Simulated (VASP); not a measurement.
Write the native input for VASP 6.6.1 that does the following.

- Task: relaxation of cell and atoms
- Functional: r2SCAN
- Potentials or basis: VASP PAW PBE potentials, release 64 (B)
- Cutoff: 550 eV
- k mesh: 9 × 9 × 6
- Occupations: gaussian, width 0.1 eV
- Spin: no spin polarisation
- Dipole correction: no
- Further INCAR settings: ALGO = Normal; EDIFF = 1e-07; IBRION = 2; EDIFFG = -0.04; NSW = 90; ISIF = 3

Crystal: B.

```
CELL_PARAMETERS angstrom
2.21301 0.00000 0.00000
-1.10651 1.91652 0.00000
0.00000 0.00000 3.59184
ATOMIC_POSITIONS crystal
B 0.33333 0.66667 0.25000
B 0.66667 0.33333 0.75000
```

This isn't the form of B at room conditions, which is rhombohedral.

These files were run (other wordings do the same):

POSCAR

```
B
1.0
    2.2130123495      0.0000000000      0.0000000000
   -1.1065061747      1.9165249135      0.0000000000
    0.0000000000      0.0000000000      3.5918362432
B
2
Direct
    0.3333333333      0.6666666667      0.2500000000
    0.6666666667      0.3333333333      0.7500000000
```

INCAR.step1

```
SYSTEM = B
ALGO = Normal
EDIFF = 1E-5
EDIFFG = -0.005
ENCUT = 550
GGA = PE
GGA_COMPAT = .FALSE.
IBRION = 2
ISIF = 3
ISMEAR = 0
LASPH = .TRUE.
LCHARG = .FALSE.
LREAL = .FALSE.
LWAVE = .TRUE.
NELM = 120
NELMIN = 4
NSW = 100
PREC = Accurate
SIGMA = 0.1
```

INCAR.step2

```
SYSTEM = B
ALGO = Normal
EDIFF = 1E-7
EDIFFG = -0.04
ENCUT = 550
GGA_COMPAT = .FALSE.
IBRION = 2
ISIF = 3
ISMEAR = 0
ISTART = 1
LASPH = .TRUE.
LCHARG = .FALSE.
LMIXTAU = .TRUE.
LREAL = .FALSE.
LWAVE = .FALSE.
METAGGA = R2SCAN
NELM = 120
NELMIN = 4
NSW = 90
PREC = Accurate
SIGMA = 0.1
```

KPOINTS

```
k-points
0
G
  9 9 6
  0 0 0
```

Potentials or basis: VASP PAW PBE potentials, release 64 (B).

Run with:

```sh
$ cat potpaw_PBE.64/B/POTCAR > POTCAR
$ cp INCAR.step1 INCAR
$ mpirun -np 1 vasp_std > vasp.out
$ cp INCAR.step2 INCAR
$ mpirun -np 1 vasp_std > vasp.out
```

Results of the run:

```json
{
 "Relaxed volume": "7.94 Å³/atom",
 "Relaxed cell": "a = 1.700 Å, b = 1.700 Å, c = 6.344 Å, α = 90.00°, β = 90.00°, γ = 120.00°",
 "Space group after relaxing (to 0.1 Å)": "P6_3/mmc (No. 194)",
 "Pressure after relaxing": "0.3 GPa",
 "Band gap on the k mesh": "zero (bands 3 and 4 overlap by 10.70 eV)"
}
```

Caveat: the k points lie up to 0.47 Å⁻¹ apart in the final cell, too coarse for converged energies and pressures of a metal; a cell axis changed by over 15 % at a fixed basis, so the end point is rough; the PAW data sets were made with another functional, which shifts forces and pressure a little.

Run time: 22 min on 1 thread of AMD EPYC 7R13, on a shared host, peak memory 0.09 GiB.
